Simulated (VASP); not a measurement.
A run of VASP 6.6.1:

Contents of POSCAR:

```
CuI
1.0
    0.0000000000      2.9502529380      2.9502529380
    2.9502529380      0.0000000000      2.9502529380
    2.9502529380      2.9502529380      0.0000000000
Cu I
1 1
Direct
    0.2500000000      0.2500000000      0.2500000000
    0.0000000000      0.0000000000      0.0000000000
```

The input INCAR.step1:

```
SYSTEM = CuI
ALGO = Normal
EDIFF = 1E-4
ENCUT = 520
GGA = PE
ISMEAR = 0
LASPH = .True.
LCHARG = .False.
LREAL = .False.
LWAVE = .True.
NBANDS = 16
NELM = 100
PREC = Accurate
SIGMA = 0.02
```

Contents of INCAR.step2:

```
SYSTEM = CuI
ALGO = Normal
EDIFF = 1E-6
ENCUT = 520
ISIF = 2
ISMEAR = 0
ISTART = 1
LASPH = .True.
LCHARG = .False.
LMIXTAU = .True.
LREAL = .False.
LWAVE = .False.
METAGGA = R2SCAN
NBANDS = 16
NELM = 100
PREC = Accurate
SIGMA = 0.02
```

File KPOINTS:

```
k-points
0
Gamma
  8 8 8
  0 0 0
```

Potentials or basis: VASP PAW PBE potentials, release 64 (Cu, I).

Command:

```console
$ cat potpaw_PBE.64/Cu/POTCAR potpaw_PBE.64/I/POTCAR > POTCAR
$ cp INCAR.step1 INCAR
$ mpirun -np 1 vasp_std > vasp.out
$ cp INCAR.step2 INCAR
$ mpirun -np 1 vasp_std > vasp.out
```

Hardware: 1 thread of Intel(R) Xeon(R) Platinum 8488C (Sapphire Rapids) (shared host).

**Question.** Estimate the wall time of this run.

**Answer.** Wall time 48 s on 1 thread of Intel(R) Xeon(R) Platinum 8488C (Sapphire Rapids), with other jobs on the host, peak memory 0.19 GiB. Counts: k points 29.
